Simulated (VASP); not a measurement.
# Sb (Im-3m) in VASP: further runs

The runs below take Sb through single point, with PBE.

Program: VASP 6.6.1. These are calculated values, not measurements. Logs are shortened: lines on timing, memory, paths and dates and some standing lists are left out, and cuts for length are marked.

## Step 1: The cell of the first run

The structure is cubic, space group Im-3m (No. 229). The conventional cell has a = 3.468 Å, b = 3.468 Å, c = 3.468 Å, α = 90.00°, β = 90.00°, γ = 90.00°. Sb (site symmetry m-3m) has 14 Sb at 3.00 to 3.47 Å within 4.0 Å.

This isn't the form of Sb at room conditions, which is rhombohedral.

## Step 2: Single point, PBE

Contents of INCAR:

```
SYSTEM = Sb
PREC     = Accurate       ! precision mode
ENCUT    = 500            ! plane-wave cutoff, eV
EDIFF    = 1E-6           ! SCF threshold, eV
ISMEAR   = -1             ! smearing method
SIGMA    = 0.1            ! smearing width, eV
LREAL    = .False.        ! projectors in reciprocal space
LASPH    = .True.         ! aspherical terms in the spheres
NELM     = 120            ! most SCF steps
ALGO     = Normal         ! electronic algorithm
ISIF     = 2              ! what is computed and relaxed
LWAVE    = .False.        ! write WAVECAR
LCHARG   = .False.        ! write CHGCAR
GGA      = PE             ! functional
NBANDS   = 8              ! bands
GGA_COMPAT= .False.
```

Contents of KPOINTS:

```
regular mesh
0
Gamma
  9 9 9
  0 0 0
```

Contents of POSCAR:

```
Sb
1.0
   -1.7341127110      1.7341127110      1.7341127110
    1.7341127110     -1.7341127110      1.7341127110
    1.7341127110      1.7341127110     -1.7341127110
Sb
1
Direct
    0.0000000000      0.0000000000      0.0000000000
```

Potentials or basis: VASP PAW PBE potentials, release 64 (Sb).

The run is started by

```console
$ cat potpaw_PBE.64/Sb/POTCAR > POTCAR
$ mpirun -np 1 vasp_std > vasp.out
```

OUTCAR:

```text
SYSTEM = Sb
   PREC = Accurate
   ENCUT = 500
   EDIFF = 1E-6
   ISMEAR = -1
   LREAL = .False.
   LASPH = .True.
   NELM = 120
   ISIF = 2
   GGA = PE

 ion  position               nearest neighbor table
   1  0.000  0.000  0.000-

  LATTYP: Found a body centered cubic cell.
 ALAT       =     3.4682254220

  Lattice vectors:

 A1 = (  -1.7341127110,   1.7341127110,   1.7341127110)
 A2 = (   1.7341127110,  -1.7341127110,   1.7341127110)
 A3 = (   1.7341127110,   1.7341127110,  -1.7341127110)

Analysis of symmetry for initial positions (statically):
=====================================================================
 Subroutine PRICEL returns:
 Original cell was already a primitive cell.

 Routine SETGRP: Setting up the symmetry group for a
 body centered cubic supercell.

 Subroutine GETGRP returns: Found 48 space group operations
 (whereof 48 operations were pure point group operations)
 out of a pool of 48 trial point group operations.

The static configuration has the point symmetry O_h .

Analysis of symmetry for dynamics (positions and initial velocities):
=====================================================================
 Subroutine PRICEL returns:
 Original cell was already a primitive cell.

 Routine SETGRP: Setting up the symmetry group for a
 body centered cubic supercell.

 Subroutine GETGRP returns: Found 48 space group operations
 (whereof 48 operations were pure point group operations)
 out of a pool of 48 trial point group operations.

The dynamic configuration has the point symmetry O_h .

 Subroutine INISYM returns: Found 48 space group operations
 (whereof 48 operations are pure point group operations),
 and found     1 'primitive' translations

----------------------------------------------------------------------------------------

                                     Primitive cell

  volume of cell :      20.8589

  direct lattice vectors                    reciprocal lattice vectors
    -1.734112711  1.734112711  1.734112711     0.000000000  0.288331893  0.288331893
     1.734112711 -1.734112711  1.734112711     0.288331893  0.000000000  0.288331893
     1.734112711  1.734112711 -1.734112711     0.288331893  0.288331893  0.000000000

  length of vectors
     3.003571322  3.003571322  3.003571322     0.407762873  0.407762873  0.407762873

  position of ions in fractional coordinates (direct lattice)
     0.000000000  0.000000000  0.000000000

  ion indices of the primitive-cell ions
[... 75 lines left out ...]
   LREAL  =      F    real-space projection
   EDIFFG = 0.1E-04   stopping-criterion for IOM
   NSW    =      0    number of steps for IOM
   IBRION =     -1    ionic relax: 0-MD 1-quasi-New 2-CG
   NFREE  =      0    steps in history (QN), initial steepest desc. (CG)
   ISIF   =      2    stress and relaxation
   ISYM   =      2    0-nonsym 1-usesym 2-fastsym
   POTIM  = 0.5000    time-step for ionic-motion
   TEBEG  =    0.0;   TEEND  =   0.0 temperature during run
   PSTRESS=    0.0 pullay stress
   NELECT =       5.0000    total number of electrons
   NUPDOWN=      -1.0000    fix difference up-down
   EMIN   =  10.00;   EMAX   =-10.00  energy-range for DOS
   EFERMI =   0.00;   METHOD = LEGACY
   ISMEAR =    -1;   SIGMA  =   0.10  broadening in eV -4-tet -1-fermi 0-gaus
   EFERMI_NEDOS =   21; number of points for ismear=-14 and -15
   IALGO  =     38    algorithm
   IMIX   =      4    mixing-type and parameters
     AMIX     =   0.40;   BMIX     =  1.00
     AMIX_MAG =   1.60;   BMIX_MAG =  1.00
  volume/ion in A,a.u.               =      20.86       140.76
  Fermi-wavevector in a.u.,A,eV,Ry     =   1.016953  1.921762 14.071053  1.034193
  Thomas-Fermi vector in A             =   2.150326
   LORBIT       =      0    0 simple, 1 ext, 2 COOP (PROOUT), +10 PAW based schemes
   GGA     = PE    functional components
   LHFCALC =     F    Hartree Fock is set to
   AEXX    =    0.0000 exact exchange contribution
   IVDW    =     0    specifies the selected vdW correction
   LEPSILON=     F    determine dielectric tensor
   LRPA    =     F    only Hartree local field effects (RPA)
 non-spin polarized calculation
  energy-cutoff  :      500.00
  volume of cell :       20.86
 maximum number of plane-waves:       543
 NGX is ok and might be reduce to    24
   NGX = 11   NGY = 11   NGZ = 11

 number of electron       5.0000000 magnetization

 Free energy of the ion-electron system (eV)
  ---------------------------------------------------
  ext. energy  EPLUGINS =         0.00000000
  ---------------------------------------------------
  free energy    TOTEN  =        -3.46671220 eV

  energy without entropy =       -3.45169831  energy(sigma->0) =       -3.45920526

 E-fermi :  12.3005     XC(G=0): -11.3852

 val. band max:       12.2899888889   @ k =   0.2222   0.2222   0.1111
 cond. band min:      12.4278030663   @ k =  -0.4444  -0.4444   0.3333
 fundamental gap:      0.1378141774
 Fermi energy:        12.3005420743

 k-point     1 :       0.0000    0.0000    0.0000
  band No.  band energies     occupation
      1      -2.9468      2.00000
      2      20.0165      0.00000
      3      20.0165      0.00000
      4      20.0165      0.00000
      5      23.8052      0.00000
      6      23.8052      0.00000
      7      23.8052      0.00000
      8      24.1136      0.00000
[... 243 lines left out ...]
 k-point    24 :      -0.4444   -0.4444    0.1111
  band No.  band energies     occupation
      1       3.6273      2.00000
      2       5.7541      2.00000
      3      10.8742      2.00000
      4      16.1631      0.00000
      5      20.3361      0.00000
      6      22.4309      0.00000
      7      23.0386      0.00000
      8      25.4223      0.00000

 [... further k-points ...]

------------------------ aborting loop because EDIFF is reached ----------------------------------------

  FORCE on cell =-STRESS in cart. coord.  units (eV):
  Direction    XX          YY          ZZ          XY          YZ          ZX
  --------------------------------------------------------------------------------------
  -------------------------------------------------------------------------------------
  Total        3.9168201      3.9168201      3.9168201     -0.0000000     -0.0000000      0.0000000
  in kB      300.8515487    300.8515487    300.8515487     -0.0000000     -0.0000000      0.0000000
  external PRESSURE =     300.8515487 kB  Pullay stress =       0.0000000 kB

 VOLUME and BASIS-vectors are now :
 -----------------------------------------------------------------------------
  energy-cutoff  :      500.00
  volume of cell :       20.86
      direct lattice vectors                 reciprocal lattice vectors
    -1.734112711  1.734112711  1.734112711     0.000000000  0.288331893  0.288331893
     1.734112711 -1.734112711  1.734112711     0.288331893  0.000000000  0.288331893
     1.734112711  1.734112711 -1.734112711     0.288331893  0.288331893  0.000000000

 POSITION                                       TOTAL-FORCE (eV/Angst)
 -----------------------------------------------------------------------------------
      0.00000      0.00000      0.00000         0.000000      0.000000     -0.000000
 -----------------------------------------------------------------------------------
    total drift:                                0.000000     -0.000000     -0.000000

  FREE ENERGIE OF THE ION-ELECTRON SYSTEM (eV)
  ---------------------------------------------------
  free  energy   TOTEN  =        -3.4667122027 eV

  energy  without entropy=       -3.4516983134  energy(sigma->0) =       -3.45920526
```

stdout:

```text
POSCAR found type information on POSCAR Sb
 POSCAR found :  1 types and       1 ions
 scaLAPACK will be used
 LDA part: xc-table for (Slater+PW92), standard interpolation
 POSCAR, INCAR and KPOINTS ok, starting setup
 FFT: planning ... GRIDC
 FFT: planning ... GRID_SOFT
 FFT: planning ... GRID
 WAVECAR not read
 entering main loop
```

It took 4.8 s on 1 thread of Intel Xeon Platinum 8488C (Sapphire Rapids), shared host; peak memory 0.14 GiB.

Results:

| Property | Result |
| --- | --- |
| Free energy | -3.4667 eV |
| Pressure | 30.1 GPa |
| Band gap on the k mesh | zero (an odd number of electrons rules out a gap without spin polarisation) |

Levels at points of the mesh, in eV from the Fermi level:
```tsv
k point	band 1	band 2	band 3	band 4	band 5
(0.00, 0.00, 0.00)	-15.25	7.72	7.72	7.72	11.50
```

Caveat: the cell stands under pressure; spin-orbit coupling is left out, which moves the levels of the heavy elements.

## Step 3: Single point, PBE

This run uses another cell than the first one, of 22.22 Å³/atom.

Contents of INCAR:

```
SYSTEM = Sb
ALGO = Normal ; EDIFF = 1E-6
ENCUT = 500 ; GGA = PE
GGA_COMPAT = .FALSE. ; ISIF = 2
ISMEAR = -1 ; LASPH = .TRUE.
LCHARG = .FALSE. ; LREAL = .FALSE.
LWAVE = .FALSE. ; NBANDS = 8
NELM = 120 ; PREC = Accurate
SIGMA = 0.1
```

Contents of KPOINTS:

```
k-points
0
G
  9 9 9
  0 0 0
```

Contents of POSCAR:

```
Sb
1.0
   -1.7709874903      1.7709874903      1.7709874903
    1.7709874903     -1.7709874903      1.7709874903
    1.7709874903      1.7709874903     -1.7709874903
Sb
1
Direct
    0.0000000000      0.0000000000      0.0000000000
```

Potentials or basis: VASP PAW PBE potentials, release 64 (Sb).

The run is started by

```console
$ cat potpaw_PBE.64/Sb/POTCAR > POTCAR
$ mpirun -np 1 vasp_std > vasp.out
```

It took 3.5 s on 1 thread of Intel Xeon Platinum 8488C (Sapphire Rapids), shared host; peak memory 0.13 GiB.

Results (log left out):

```
Free energy            : -3.6769 eV
Pressure               : 20.0 GPa
Band gap on the k mesh : zero (an odd number of electrons rules out a gap without spin polarisation)
```

Levels at points of the mesh, in eV from the Fermi level:
```csv
k point,band 1,band 2,band 3,band 4,band 5,band 6,band 7
"(0.00, 0.00, 0.00)",-14.59,7.10,7.10,7.10,11.25,11.25,11.25
```

Caveat: the cell stands under pressure; spin-orbit coupling is left out, which moves the levels of the heavy elements.

## Step 4: Single point, PBE

This run uses another cell than the first one, of 24.11 Å³/atom.

Contents of INCAR:

```
SYSTEM = Sb
PREC     = Accurate       ! precision mode
ENCUT    = 500            ! plane-wave cutoff, eV
EDIFF    = 1E-6           ! SCF threshold, eV
ISMEAR   = -1             ! smearing method
SIGMA    = 0.1            ! smearing width, eV
LREAL    = .FALSE.        ! projectors in reciprocal space
LASPH    = .TRUE.         ! aspherical terms in the spheres
NELM     = 120            ! most SCF steps
ALGO     = Normal         ! electronic algorithm
ISIF     = 2              ! what is computed and relaxed
LWAVE    = .FALSE.        ! write WAVECAR
LCHARG   = .FALSE.        ! write CHGCAR
GGA      = PE             ! functional
NBANDS   = 8              ! bands
GGA_COMPAT= .FALSE.
```

Contents of KPOINTS:

```
regular mesh
0
G
  9 9 9
  0 0 0
```

Contents of POSCAR:

```
Sb
1.0
   -1.8199306862      1.8199306862      1.8199306862
    1.8199306862     -1.8199306862      1.8199306862
    1.8199306862      1.8199306862     -1.8199306862
Sb
1
Direct
    0.0000000000      0.0000000000      0.0000000000
```

The run is started by

```console
$ cat potpaw_PBE.64/Sb/POTCAR > POTCAR
$ mpirun -np 1 vasp_std > vasp.out
```

Run time: 4.6 s. Hardware: 1 thread of Intel Xeon Platinum 8488C (Sapphire Rapids), shared host; peak memory 0.13 GiB.

The run converged. Its results:

| Property | Result |
| --- | --- |
| Free energy | -3.8497 eV |
| Pressure | 9.9 GPa |
| Band gap on the k mesh | zero (an odd number of electrons rules out a gap without spin polarisation) |

Levels at points of the mesh, in eV from the Fermi level:
```csv
k point,band 1,band 2,band 3,band 4,band 5,band 6,band 7
"(0.00, 0.00, 0.00)",-13.83,6.35,6.35,6.35,10.92,10.92,10.92
```

Caveat: the cell stands under pressure; spin-orbit coupling is left out, which moves the levels of the heavy elements.

## Step 5: Overview

```csv
cell,gap on the mesh (eV),pressure (GPa)
"a = 3.004 Å, angles 109.5°, 1 atom",none,30.1
"a = 3.067 Å, angles 109.5°, 1 atom",none,20.0
"a = 3.152 Å, angles 109.5°, 1 atom",none,9.9
```

Alike in all rows: task single point; level PBE; potentials or basis VASP PAW PBE potentials, release 64 (Sb); no spin polarisation; k mesh 9 × 9 × 9; cutoff (eV) 500; smearing fermi-dirac 0.1 eV.

Caveats: the cell stands under pressure; spin-orbit coupling is left out, which moves the levels of the heavy elements.

Total energies depend on the potentials used, so only differences within one code and one set of settings carry meaning.
